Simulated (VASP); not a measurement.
# SiBBr (P4/mmm) in VASP: relaxation of cell and atoms with PBE

Aim: the relaxation of cell and atoms of SiBBr with PBE.

All numbers are computed with VASP 6.6.1; they aren't measurements. Logs are shortened: lines on timing, memory, paths and dates and some standing lists are left out, and cuts for length are marked.

### 1 The cell of the first run

It takes space group P4/mmm (No. 123, tetragonal). The conventional cell has a = 2.936 Å, b = 2.936 Å, c = 4.861 Å, α = 90.00°, β = 90.00°, γ = 90.00°. Si (site symmetry 4/mmm) has 2 Br at 2.43 Å and 4 Si at 2.94 Å and 8 B at 3.20 Å within 3.2 Å. Within 2.7 Å of B (site symmetry 4/mmm) lie 4 Br at 2.08 Å. Br (site symmetry 4/mmm) has 4 B at 2.08 Å and 2 Si at 2.43 Å within 2.7 Å.

The cell was generated, and may not be a known phase.

### 2 Relaxation of cell and atoms, PBE

File INCAR:

```
PREC = Accurate
ENCUT = 1230
EDIFF = 1E-7
ISMEAR = 0
SIGMA = 0.1
LREAL = F
LASPH = T
NELM = 120
ALGO = Normal
ISIF = 3
LWAVE = F
LCHARG = F
GGA = PE
IBRION = 2
NSW = 90
EDIFFG = -0.04
GGA_COMPAT = F
NELMIN = 4
```

File KPOINTS:

```
regular mesh
0
Gamma
  6 6 4
```

File POSCAR:

```
SiBBr
1.0
    2.9361492500      0.0000000000      0.0000000000
    0.0000000000      2.9361492500      0.0000000000
    0.0000000000      0.0000000000      4.8611619800
Si B Br
1 1 1
Direct
    0.0000000000      0.0000000000      0.5000000000
    0.5000000000      0.5000000000      0.0000000000
    0.0000000000      0.0000000000      0.0000000000
```

Potentials or basis: VASP PAW PBE potentials, release 64 (Si, B_h, Br).

On the command line:

```bash
$ cat potpaw_PBE.64/Si/POTCAR potpaw_PBE.64/B_h/POTCAR potpaw_PBE.64/Br/POTCAR > POTCAR
$ mpirun -np 1 vasp_std > vasp.out
```

OUTCAR:

```text
PREC = Accurate
   ENCUT = 1230
   EDIFF = 1E-7
   ISMEAR = 0
   LREAL = F
   LASPH = T
   NELM = 120
   ISIF = 3
   GGA = PE
   IBRION = 2
   NSW = 90
   EDIFFG = -0.04
   NELMIN = 4

 ion  position               nearest neighbor table
   1  0.000  0.000  0.500-   3 2.43   3 2.43
   2  0.500  0.500  0.000-   3 2.08   3 2.08   3 2.08   3 2.08
   3  0.000  0.000  0.000-   2 2.08   2 2.08   2 2.08   2 2.08   1 2.43   1 2.43

  LATTYP: Found a simple tetragonal cell.
 ALAT       =     2.9361492500
 C/A-ratio  =     1.6556249584

  Lattice vectors:

 A1 = (   2.9361492500,   0.0000000000,   0.0000000000)
 A2 = (   0.0000000000,   2.9361492500,   0.0000000000)
 A3 = (   0.0000000000,   0.0000000000,   4.8611619800)

Analysis of symmetry for initial positions (statically):
=====================================================================
 Subroutine PRICEL returns:
 Original cell was already a primitive cell.

 Routine SETGRP: Setting up the symmetry group for a
 simple tetragonal supercell.

 Subroutine GETGRP returns: Found 16 space group operations
 (whereof 16 operations were pure point group operations)
 out of a pool of 16 trial point group operations.

The static configuration has the point symmetry D_4h.

Analysis of symmetry for dynamics (positions and initial velocities):
=====================================================================
 Subroutine PRICEL returns:
 Original cell was already a primitive cell.

 Routine SETGRP: Setting up the symmetry group for a
 simple tetragonal supercell.

 Subroutine GETGRP returns: Found 16 space group operations
 (whereof 16 operations were pure point group operations)
 out of a pool of 16 trial point group operations.

The dynamic configuration has the point symmetry D_4h.

 Subroutine INISYM returns: Found 16 space group operations
 (whereof 16 operations are pure point group operations),
 and found     1 'primitive' translations

----------------------------------------------------------------------------------------

                                     Primitive cell

  volume of cell :      41.9079

  direct lattice vectors                    reciprocal lattice vectors
     2.936149250  0.000000000  0.000000000     0.340582142  0.000000000  0.000000000
     0.000000000  2.936149250  0.000000000     0.000000000  0.340582142  0.000000000
     0.000000000  0.000000000  4.861161980     0.000000000  0.000000000  0.205712133

  length of vectors
     2.936149250  2.936149250  4.861161980     0.340582142  0.340582142  0.205712133

  position of ions in fractional coordinates (direct lattice)
     0.000000000  0.000000000  0.500000000
     0.500000000  0.500000000  0.000000000
     0.000000000  0.000000000  0.000000000

  ion indices of the primitive-cell ions
   primitive index   ion index
                 1           1
                 2           2
                 3           3

----------------------------------------------------------------------------------------

 KPOINTS: regular mesh

Automatic generation of k-mesh.
 Grid dimensions read from file:
 generate k-points for:    6    6    4

 Generating k-lattice:

  Cartesian coordinates                     Fractional coordinates (reciprocal lattice)
     0.056763690  0.000000000  0.000000000     0.166666667  0.000000000  0.000000000
     0.000000000  0.056763690  0.000000000     0.000000000  0.166666667  0.000000000
     0.000000000  0.000000000  0.051428033     0.000000000  0.000000000  0.250000000

  Length of vectors
     0.056763690  0.056763690  0.051428033

  Shift w.r.t. Gamma in fractional coordinates (k-lattice)
     0.000000000  0.000000000  0.000000000

 Subroutine IBZKPT returns following result:
 ===========================================

 Found     30 irreducible k-points:

 Following reciprocal coordinates:
            Coordinates               Weight
  0.000000  0.000000  0.000000      1.000000
  0.166667  0.000000  0.000000      4.000000
  0.333333  0.000000  0.000000      4.000000
  0.500000  0.000000  0.000000      2.000000
  0.166667  0.166667  0.000000      4.000000
  0.333333  0.166667  0.000000      8.000000
[... 16 lines left out ...]
  0.333333  0.000000  0.500000      4.000000
  0.500000  0.000000  0.500000      2.000000
 [... further k-points ...]
   k-points           NKPTS =     30   k-points in BZ     NKDIM =     30   number of bands    NBANDS=     11
   number of dos      NEDOS =    301   number of ions     NIONS =      3
   total plane-waves  NPLWV =  72576
   dimension x,y,z NGX =    36 NGY =   36 NGZ =   56
   dimension x,y,z NGXF=    72 NGYF=   72 NGZF=  112
   ions per type =               1   1   1
   NGX,Y,Z   is equivalent  to a cutoff of  20.38, 20.38, 19.15 a.u.
   NGXF,Y,Z  is equivalent  to a cutoff of  40.77, 40.77, 38.30 a.u.
 SYSTEM =  unknown system
   PREC   = accura    normal or accurate (medium, high low for compatibility)
   ISTART =      0    job   : 0-new  1-cont  2-samecut
   ICHARG =      2    charge: 1-file 2-atom 10-const
   ISPIN  =      1    spin polarized calculation?
   LNONCOLLINEAR =      F non collinear calculations
   LSORBIT =      F    spin-orbit coupling
   LASPH  =      T    aspherical Exc in radial PAW
   ENCUT  = 1230.0 eV  90.40 Ry    9.51 a.u.   8.40  8.40 13.90*2*pi/ulx,y,z
   NELM   =    120;   NELMIN=  4; NELMDL= -5     # of ELM steps
   EDIFF  = 0.1E-06   stopping-criterion for ELM
   LREAL  =      F    real-space projection
   EDIFFG = -.4E-01   stopping-criterion for IOM
   NSW    =     90    number of steps for IOM
   IBRION =      2    ionic relax: 0-MD 1-quasi-New 2-CG
   NFREE  =      1    steps in history (QN), initial steepest desc. (CG)
   ISIF   =      3    stress and relaxation
   ISYM   =      2    0-nonsym 1-usesym 2-fastsym
   POTIM  = 0.5000    time-step for ionic-motion
   TEBEG  =    0.0;   TEEND  =   0.0 temperature during run
   PSTRESS=    0.0 pullay stress
   NELECT =      14.0000    total number of electrons
   NUPDOWN=      -1.0000    fix difference up-down
   EMIN   =  10.00;   EMAX   =-10.00  energy-range for DOS
   EFERMI =   0.00;   METHOD = LEGACY
   ISMEAR =     0;   SIGMA  =   0.10  broadening in eV -4-tet -1-fermi 0-gaus
   EFERMI_NEDOS =   21; number of points for ismear=-14 and -15
   IALGO  =     38    algorithm
   IMIX   =      4    mixing-type and parameters
     AMIX     =   0.40;   BMIX     =  1.00
     AMIX_MAG =   1.60;   BMIX_MAG =  1.00
  volume/ion in A,a.u.               =      13.97        94.27
  Fermi-wavevector in a.u.,A,eV,Ry     =   1.135931  2.146599 17.556140  1.290340
  Thomas-Fermi vector in A             =   2.272636
   LORBIT       =      0    0 simple, 1 ext, 2 COOP (PROOUT), +10 PAW based schemes
   GGA     = PE    functional components
   LHFCALC =     F    Hartree Fock is set to
   AEXX    =    0.0000 exact exchange contribution
   IVDW    =     0    specifies the selected vdW correction
   LEPSILON=     F    determine dielectric tensor
   LRPA    =     F    only Hartree local field effects (RPA)
 conjugate gradient relaxation of ions
 non-spin polarized calculation
 Gauss-broadening in eV      SIGMA  =   0.10
  energy-cutoff  :     1230.00
  volume of cell :       41.91
 maximum number of plane-waves:      4124
 NGX is ok and might be reduce to    36
   NGX = 17   NGY = 17   NGZ = 27

--------------------------------------- Ionic step        1  -------------------------------------------

 number of electron      14.0000000 magnetization

 Free energy of the ion-electron system (eV)
  ---------------------------------------------------
  ext. energy  EPLUGINS =         0.00000000
  ---------------------------------------------------
  free energy    TOTEN  =        -7.21754970 eV

  energy without entropy =       -7.20833080  energy(sigma->0) =       -7.21294025

 E-fermi :   8.8040     XC(G=0): -11.0276

 val. band max:        8.7573402099   @ k =   0.5000   0.0000   0.5000
 cond. band min:       8.8375906595   @ k =   0.1667   0.1667   0.2500
 fundamental gap:      0.0802504496
 Fermi energy:         8.8040050888

 k-point     1 :       0.0000    0.0000    0.0000
  band No.  band energies     occupation
      1     -12.6941      2.00000
      2      -1.4860      2.00000
      3      -0.4021      2.00000
      4       2.3474      2.00000
      5       2.3474      2.00000
      6       6.7562      2.00000
      7      11.7603      0.00000
      8      11.7758      0.00000
      9      14.0770      0.00000
     10      14.0770      0.00000
     11      14.1941      0.00000
[... 771 lines left out ...]
  FREE ENERGIE OF THE ION-ELECTRON SYSTEM (eV)
  ---------------------------------------------------
  free  energy   TOTEN  =        -8.0878632219 eV

  energy  without entropy=       -8.0673620987  energy(sigma->0) =       -8.07761266

[... ionic steps 4 to 10 ...]

--------------------------------------- Ionic step       11  -------------------------------------------

 number of electron      14.0000000 magnetization

------------------------ aborting loop because EDIFF is reached ----------------------------------------

  FORCE on cell =-STRESS in cart. coord.  units (eV):
  Direction    XX          YY          ZZ          XY          YZ          ZX
  --------------------------------------------------------------------------------------
  -------------------------------------------------------------------------------------
  Total       -0.1948005     -0.1948005     -0.4286886      0.0000000      0.0000000      0.0000000
  in kB       -4.8698292     -4.8698292    -10.7168117      0.0000000      0.0000000      0.0000000
  external PRESSURE =      -6.8188234 kB  Pullay stress =       0.0000000 kB
[... 59 lines left out ...]
  energy  without entropy=       -8.1403268947  energy(sigma->0) =       -8.14526863

--------------------------------------- Ionic step       13  -------------------------------------------

 number of electron      14.0000000 magnetization

 Free energy of the ion-electron system (eV)
  ---------------------------------------------------
  ext. energy  EPLUGINS =         0.00000000
  ---------------------------------------------------
  free energy    TOTEN  =        -8.15056531 eV

  energy without entropy =       -8.14046783  energy(sigma->0) =       -8.14551657

 E-fermi :   4.4260     XC(G=0):  -9.3033

 val. band max:        4.4122966126   @ k =   0.3333   0.3333   0.0000
 cond. band min:       4.4391584391   @ k =   0.3333   0.0000   0.5000
 fundamental gap:      0.0268618266
 Fermi energy:         4.4259885289

 k-point     1 :       0.0000    0.0000    0.0000
  band No.  band energies     occupation
      1     -13.7646      2.00000
      2      -3.4691      2.00000
      3      -2.7837      2.00000
      4      -0.5619      2.00000
      5      -0.5619      2.00000
      6       0.6393      2.00000
      7       6.4965      0.00000
      8       7.6745      0.00000
      9       7.8929      0.00000
     10       7.8929      0.00000
     11       8.8605      0.00000
[... 352 lines left out ...]
  FREE ENERGIE OF THE ION-ELECTRON SYSTEM (eV)
  ---------------------------------------------------
  free  energy   TOTEN  =        -8.1505653052 eV

  energy  without entropy=       -8.1404678295  energy(sigma->0) =       -8.14551657

 reached required accuracy - stopping structural energy minimisation
```

It took 3.8 min on 1 thread of AMD EPYC 9R45 (Zen 5), shared host; peak memory 0.28 GiB.

What came out:

* Free energy: -8.1506 eV
* Relaxed volume: 20.93 Å³/atom
* Relaxed cell: a = 3.357 Å, b = 3.357 Å, c = 5.571 Å, α = 90.00°, β = 90.00°, γ = 90.00°
* Space group after relaxing (to 0.1 Å): P4/mmm (No. 123)
* Energy gained by relaxing: 311.0 meV/atom
* Ionic steps: 13
* Pressure after relaxing: 0.0 GPa
* Band gap on the k mesh: zero (bands 7 and 8 overlap by 3.38 eV)

Step by step:
```tsv
step	energy change (eV)	largest force (eV/Å)	pressure (GPa)	volume (Å³)
1	0.0000	0.0000	24.41	41.91
2	-0.8613	0.0000	1.24	56.15
3	-0.8703	0.0000	1.12	57.36
4	-0.8843	0.0000	1.14	59.82
5	-0.8874	0.0000	-0.52	64.96
6	-0.8921	0.0000	0.82	61.86
7	-0.8933	0.0000	0.42	62.99
8	-0.8932	0.0000	0.61	62.52
9	-0.9264	0.0000	-0.33	63.64
10	-0.9292	0.0000	-0.61	63.99
11	-0.9294	0.0000	-0.68	64.09
12	-0.9327	0.0000	-0.22	63.17
13	-0.9330	0.0000	0.00	62.78
```

Final structure:
```
Si B Br
1.0
     3.35707    0.00000    0.00000
     0.00000    3.35707    0.00000
     0.00000    0.00000    5.57086
Si B Br
1 1 1
Cartesian
  0.0000 0.0000 2.7854
  1.6785 1.6785 0.0000
  0.0000 0.0000 5.5709
```

Caveat: the volume moved by over 15 % at a fixed basis, so the end points are rough.

The gap in the log of VASP goes by the Fermi energy; the results here count the filled bands.